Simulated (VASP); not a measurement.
# Sb (R-3m) in VASP: a series of runs

The runs below take Sb through single point, with PBEsol.

Program: VASP 6.6.1. These are calculated values, not measurements. Logs are shortened: lines on timing, memory, paths and dates and some standing lists are left out, and cuts for length are marked.

## 1. The cell of the first run

The structure is trigonal, space group R-3m (No. 166). Conventional cell: a = 4.366 Å, b = 4.366 Å, c = 11.232 Å, α = 90.00°, β = 90.00°, γ = 120.00°. Within 3.9 Å of Sb (site symmetry 3m) lie 6 Sb at 2.94 to 3.37 Å.

## 2. Single point, PBEsol (strain +0.015 along x and y, +0.000 along z)

Contents of INCAR:

```
  PREC = Accurate
  ENCUT = 520
  EDIFF = 1E-6
  ISMEAR = 0
  SIGMA = 0.15
  LREAL = False
  LASPH = True
  NELM = 100
  ALGO = Normal
  ISIF = 2
  LWAVE = False
  LCHARG = True
  GGA = PS
  LELF = True
  LVHAR = True
  NBANDS = 12
```

Contents of KPOINTS:

```
regular mesh
0
Gamma
  12 12 12
```

Contents of POSCAR:

```
Sb
1.0
    2.1828593370      1.2602744258      3.7440000000
   -2.1828593370      1.2602744258      3.7440000000
    0.0000000000     -2.5205488516      3.7440000000
Sb
2
Direct
    0.2336400000      0.2336400000      0.2336400000
    0.7663600000      0.7663600000      0.7663600000
```

Potentials or basis: VASP PAW PBE potentials, release 64 (Sb).

Launch:

```bash
> cat potpaw_PBE.64/Sb/POTCAR > POTCAR
> mpirun -np 1 vasp_std > vasp.out
```

OUTCAR:

```text
PREC = Accurate
   ENCUT = 520
   EDIFF = 1E-6
   ISMEAR = 0
   LREAL = False
   LASPH = True
   NELM = 100
   ISIF = 2
   GGA = PS

 ion  position               nearest neighbor table
   1  0.234  0.234  0.234-   2 2.94   2 2.94   2 2.94   2 3.37   2 3.37   2 3.37
   2  0.766  0.766  0.766-   1 2.94   1 2.94   1 2.94   1 3.37   1 3.37   1 3.37

  LATTYP: Found a trigonal (rhomboedric) cell.
 ALAT       =     4.5133914647
 COS(alpha) =     0.5321835482

  Lattice vectors:

 A1 = (   2.1828593370,   1.2602744258,   3.7440000000)
 A2 = (  -2.1828593370,   1.2602744258,   3.7440000000)
 A3 = (   0.0000000000,  -2.5205488516,   3.7440000000)

Analysis of symmetry for initial positions (statically):
=====================================================================
 Subroutine PRICEL returns:
 Original cell was already a primitive cell.

 Routine SETGRP: Setting up the symmetry group for a
 trigonal (rhombohedral) supercell.

 Subroutine GETGRP returns: Found 12 space group operations
 (whereof 12 operations were pure point group operations)
 out of a pool of 12 trial point group operations.

The static configuration has the point symmetry D_3d.

Analysis of symmetry for dynamics (positions and initial velocities):
=====================================================================
 Subroutine PRICEL returns:
 Original cell was already a primitive cell.

 Routine SETGRP: Setting up the symmetry group for a
 trigonal (rhombohedral) supercell.

 Subroutine GETGRP returns: Found 12 space group operations
 (whereof 12 operations were pure point group operations)
 out of a pool of 12 trial point group operations.

The dynamic configuration has the point symmetry D_3d.

 Subroutine INISYM returns: Found 12 space group operations
 (whereof 12 operations are pure point group operations),
 and found     1 'primitive' translations

----------------------------------------------------------------------------------------

                                     Primitive cell

  volume of cell :      61.7985

  direct lattice vectors                    reciprocal lattice vectors
     2.182859337  1.260274426  3.744000000     0.229057361  0.132246329  0.089031339
    -2.182859337  1.260274426  3.744000000    -0.229057361  0.132246329  0.089031339
     0.000000000 -2.520548852  3.744000000     0.000000000 -0.264492659  0.089031339

  length of vectors
     4.513391465  4.513391465  4.513391465     0.279075161  0.279075161  0.279075161

  position of ions in fractional coordinates (direct lattice)
     0.233640000  0.233640000  0.233640000
     0.766360000  0.766360000  0.766360000

  ion indices of the primitive-cell ions
   primitive index   ion index
                 1           1
                 2           2

----------------------------------------------------------------------------------------

 KPOINTS: regular mesh

Automatic generation of k-mesh.
 Grid dimensions read from file:
 generate k-points for:   12   12   12

 Generating k-lattice:

  Cartesian coordinates                     Fractional coordinates (reciprocal lattice)
     0.019088113  0.011020527  0.007419278     0.083333333  0.000000000  0.000000000
    -0.019088113  0.011020527  0.007419278     0.000000000  0.083333333  0.000000000
     0.000000000 -0.022041055  0.007419278     0.000000000  0.000000000  0.083333333

  Length of vectors
     0.023256263  0.023256263  0.023256263

  Shift w.r.t. Gamma in fractional coordinates (k-lattice)
     0.000000000  0.000000000  0.000000000

 Subroutine IBZKPT returns following result:
 ===========================================

 Found    189 irreducible k-points:

 Following reciprocal coordinates:
            Coordinates               Weight
  0.000000  0.000000  0.000000      1.000000
  0.083333 -0.000000 -0.000000      6.000000
  0.166667  0.000000 -0.000000      6.000000
  0.250000  0.000000 -0.000000      6.000000
  0.333333  0.000000 -0.000000      6.000000
  0.416667 -0.000000  0.000000      6.000000
[... 16 lines left out ...]
  0.500000  0.166667 -0.000000     12.000000
 -0.416667  0.166667  0.000000     12.000000
 [... further k-points ...]
   k-points           NKPTS =    189   k-points in BZ     NKDIM =    189   number of bands    NBANDS=     12
   number of dos      NEDOS =    301   number of ions     NIONS =      2
   total plane-waves  NPLWV =  46656
   dimension x,y,z NGX =    36 NGY =   36 NGZ =   36
   dimension x,y,z NGXF=    72 NGYF=   72 NGZF=   72
   ions per type =               2
   NGX,Y,Z   is equivalent  to a cutoff of  13.26, 13.26, 13.26 a.u.
   NGXF,Y,Z  is equivalent  to a cutoff of  26.52, 26.52, 26.52 a.u.
 SYSTEM =  unknown system
   PREC   = accura    normal or accurate (medium, high low for compatibility)
   ISTART =      0    job   : 0-new  1-cont  2-samecut
   ICHARG =      2    charge: 1-file 2-atom 10-const
   ISPIN  =      1    spin polarized calculation?
   LNONCOLLINEAR =      F non collinear calculations
   LSORBIT =      F    spin-orbit coupling
   LASPH  =      T    aspherical Exc in radial PAW
   ENCUT  =  520.0 eV  38.22 Ry    6.18 a.u.   8.39  8.39  8.39*2*pi/ulx,y,z
   NELM   =    100;   NELMIN=  2; NELMDL= -5     # of ELM steps
   EDIFF  = 0.1E-05   stopping-criterion for ELM
   LREAL  =      F    real-space projection
   EDIFFG = 0.1E-04   stopping-criterion for IOM
   NSW    =      0    number of steps for IOM
   IBRION =     -1    ionic relax: 0-MD 1-quasi-New 2-CG
   NFREE  =      0    steps in history (QN), initial steepest desc. (CG)
   ISIF   =      2    stress and relaxation
   ISYM   =      2    0-nonsym 1-usesym 2-fastsym
   POTIM  = 0.5000    time-step for ionic-motion
   TEBEG  =    0.0;   TEEND  =   0.0 temperature during run
   PSTRESS=    0.0 pullay stress
   NELECT =      10.0000    total number of electrons
   NUPDOWN=      -1.0000    fix difference up-down
   EMIN   =  10.00;   EMAX   =-10.00  energy-range for DOS
   EFERMI =   0.00;   METHOD = LEGACY
   ISMEAR =     0;   SIGMA  =   0.15  broadening in eV -4-tet -1-fermi 0-gaus
   EFERMI_NEDOS =   21; number of points for ismear=-14 and -15
   IALGO  =     38    algorithm
   IMIX   =      4    mixing-type and parameters
     AMIX     =   0.40;   BMIX     =  1.00
     AMIX_MAG =   1.60;   BMIX_MAG =  1.00
  volume/ion in A,a.u.               =      30.90       208.52
  Fermi-wavevector in a.u.,A,eV,Ry     =   0.892104  1.685832 10.828192  0.795850
  Thomas-Fermi vector in A             =   2.014010
   LORBIT       =      0    0 simple, 1 ext, 2 COOP (PROOUT), +10 PAW based schemes
   GGA     = PS    functional components
   LHFCALC =     F    Hartree Fock is set to
   AEXX    =    0.0000 exact exchange contribution
   IVDW    =     0    specifies the selected vdW correction
   LEPSILON=     F    determine dielectric tensor
   LRPA    =     F    only Hartree local field effects (RPA)
 non-spin polarized calculation
 Gauss-broadening in eV      SIGMA  =   0.15
  energy-cutoff  :      520.00
  volume of cell :       61.80
 maximum number of plane-waves:      1677
 NGX is ok and might be reduce to    36
   NGX = 17   NGY = 17   NGZ = 17

 number of electron      10.0000000 magnetization

 Free energy of the ion-electron system (eV)
  ---------------------------------------------------
  ext. energy  EPLUGINS =         0.00000000
  ---------------------------------------------------
  free energy    TOTEN  =        -9.10772431 eV

  energy without entropy =       -9.10617898  energy(sigma->0) =       -9.10695164

 E-fermi :   6.7683     XC(G=0):  -9.5704

 val. band max:        6.6644373150   @ k =   0.4167   0.0833   0.0833
 cond. band min:       6.8127128204   @ k =   0.3333   0.1667   0.1667
 fundamental gap:      0.1482755054
 Fermi energy:         6.7682802432

 k-point     1 :       0.0000    0.0000    0.0000
  band No.  band energies     occupation
      1      -5.7016      2.00000
      2       1.9370      2.00000
      3       4.9654      2.00000
      4       5.0448      2.00000
      5       5.0448      2.00000
      6       8.9071      0.00000
      7       9.5163      0.00000
      8       9.5163      0.00000
      9      11.8611      0.00000
     10      11.8611      0.00000
     11      12.0915      0.00000
     12      13.3646      0.00000

 k-point     2 :       0.0833   -0.0000   -0.0000
  band No.  band energies     occupation
      1      -5.6271      2.00000
      2       1.6040      2.00000
      3       4.9765      2.00000
      4       5.0301      2.00000
      5       5.1934      2.00000
      6       8.8583      0.00000
      7       9.3073      0.00000
      8       9.3340      0.00000
      9      11.5409      0.00000
     10      11.8672      0.00000
     11      11.9238      0.00000
     12      13.9131      0.00000

 k-point     3 :       0.1667    0.0000   -0.0000
  band No.  band energies     occupation
      1      -5.4046      2.00000
      2       0.8132      2.00000
      3       4.9749      2.00000
      4       4.9963      2.00000
      5       5.5060      2.00000
      6       8.5758      0.00000
      7       8.8254      0.00000
      8       8.8608      0.00000
      9      11.3417      0.00000
     10      11.9499      0.00000
     11      12.1368      0.00000
     12      15.0418      0.00000
[... 286 lines left out ...]
 k-point    23 :       0.5000    0.1667   -0.0000
  band No.  band energies     occupation
      1      -3.5326      2.00000
      2      -2.2224      2.00000
      3       3.3786      2.00000
      4       4.3929      2.00000
      5       4.9864      2.00000
      6       8.2985      0.00000
      7       8.4623      0.00000
      8       9.5657      0.00000
      9      12.2556      0.00000
     10      14.7843      0.00000
     11      15.6834      0.00000
     12      15.8506      0.00000

 k-point    24 :      -0.4167    0.1667    0.0000
  band No.  band energies     occupation
      1      -3.2626      2.00000
      2      -2.5508      2.00000
      3       3.1994      2.00000
      4       4.7157      2.00000
      5       5.1889      2.00000
      6       7.8177      0.00000
      7       8.1025      0.00000
      8       9.8700      0.00000
      9      13.3150      0.00000
     10      13.7899      0.00000
     11      14.4206      0.00000
     12      16.9243      0.00000

 [... further k-points ...]
[... 5 lines left out ...]
  --------------------------------------------------------------------------------------
  -------------------------------------------------------------------------------------
  Total       -0.5198913     -0.5198913     -0.3720705      0.0000000      0.0000000      0.0000000
  in kB      -13.4786107    -13.4786107     -9.6462356      0.0000000      0.0000000      0.0000000
  external PRESSURE =     -12.2011523 kB  Pullay stress =       0.0000000 kB

 VOLUME and BASIS-vectors are now :
 -----------------------------------------------------------------------------
  energy-cutoff  :      520.00
  volume of cell :       61.80
      direct lattice vectors                 reciprocal lattice vectors
     2.182859337  1.260274426  3.744000000     0.229057361  0.132246329  0.089031339
    -2.182859337  1.260274426  3.744000000    -0.229057361  0.132246329  0.089031339
     0.000000000 -2.520548852  3.744000000     0.000000000 -0.264492659  0.089031339

 POSITION                                       TOTAL-FORCE (eV/Angst)
 -----------------------------------------------------------------------------------
      0.00000      0.00000      2.62424         0.000000      0.000000      0.090387
      0.00000      0.00000      8.60776         0.000000     -0.000000     -0.090387
 -----------------------------------------------------------------------------------
    total drift:                                0.000000     -0.000000      0.000000

  FREE ENERGIE OF THE ION-ELECTRON SYSTEM (eV)
  ---------------------------------------------------
  free  energy   TOTEN  =        -9.1077243090 eV

  energy  without entropy=       -9.1061789809  energy(sigma->0) =       -9.10695164
```

Run time: 2.3 min. Hardware: 1 thread of Intel Xeon 8259CL, shared host; peak memory 0.28 GiB.

Results:

* Free energy: -9.1077 eV
* Pressure: -1.2 GPa
* Largest force: 0.090 eV/Å
* Band gap on the k mesh: zero (bands 5 and 6 overlap by 0.23 eV)

Forces on the atoms (eV/Å):
```
Sb   0.000  0.000  0.090
Sb   0.000  0.000 -0.090
```

Caveat: the cell differs from its parent crystal (strain +0.015 along x and y, +0.000 along z); the PAW data sets were made with another functional, which shifts forces and pressure a little; spin-orbit coupling is left out, which moves the levels of the heavy elements.

## 3. Single point, PBEsol (strain +0.030 along x and y, -0.015 along z)

Contents of INCAR:

```
  PREC = Accurate
  ENCUT = 520
  EDIFF = 1E-6
  ISMEAR = 0
  SIGMA = 0.15
  LREAL = F
  LASPH = T
  NELM = 100
  ALGO = Normal
  ISIF = 2
  LWAVE = F
  LCHARG = T
  GGA = PS
  LELF = T
  LVHAR = T
  NBANDS = 12
```

Contents of KPOINTS:

```
Automatic mesh
0
Gamma
  12 12 12
```

Contents of POSCAR:

```
Sb
1.0
    2.2151183419      1.2788991710      3.6878400000
   -2.2151183419      1.2788991710      3.6878400000
    0.0000000000     -2.5577983420      3.6878400000
Sb
2
Direct
    0.2336400000      0.2336400000      0.2336400000
    0.7663600000      0.7663600000      0.7663600000
```

Potentials or basis: VASP PAW PBE potentials, release 64 (Sb).

Launch:

```bash
> cat potpaw_PBE.64/Sb/POTCAR > POTCAR
> mpirun -np 1 vasp_std > vasp.out
```

Wall time 2.2 min (1 thread of Intel Xeon 8259CL, shared host); peak memory 0.28 GiB.

Results (log left out):

* Free energy: -9.0901 eV
* Pressure: -2.2 GPa
* Largest force: 0.070 eV/Å
* Band gap on the k mesh: zero (bands 5 and 6 overlap by 0.14 eV)

Forces in eV/Å, atoms in the order of the input:
```
Sb   0.000  0.000  0.070
Sb   0.000  0.000 -0.070
```

Stress tensor (GPa, compression positive):
```
-2.74  0.00  0.00
 0.00 -2.74  0.00
 0.00  0.00 -1.02
```

Levels at points of the mesh, in eV from the Fermi level:
| k point | band 1 | band 2 | band 3 | band 4 | band 5 | band 6 | band 7 | band 8 | band 9 | band 10 |
| --- | --- | --- | --- | --- | --- | --- | --- | --- | --- | --- |
| (0.00, 0.00, 0.00) | -12.27 | -4.82 | -1.72 | -1.72 | -1.49 | 2.23 | 2.83 | 2.83 | 5.07 | 5.07 |
| (0.50, 0.00, 0.00) | -10.04 | -9.37 | -1.69 | -1.32 | -0.14 | -0.12 | 0.58 | 0.61 | 7.86 | 8.59 |
| (0.50, 0.50, 0.00) | -10.03 | -7.78 | -5.10 | -3.50 | -3.29 | 1.73 | 4.99 | 5.44 | 6.83 | 8.84 |
| (0.50, 0.50, 0.50) | -10.67 | -8.61 | -1.25 | -1.25 | -0.71 | 0.11 | 0.11 | 0.96 | 7.23 | 8.92 |

Caveat: the cell differs from its parent crystal (strain +0.030 along x and y, -0.015 along z); the PAW data sets were made with another functional, which shifts forces and pressure a little; spin-orbit coupling is left out, which moves the levels of the heavy elements.
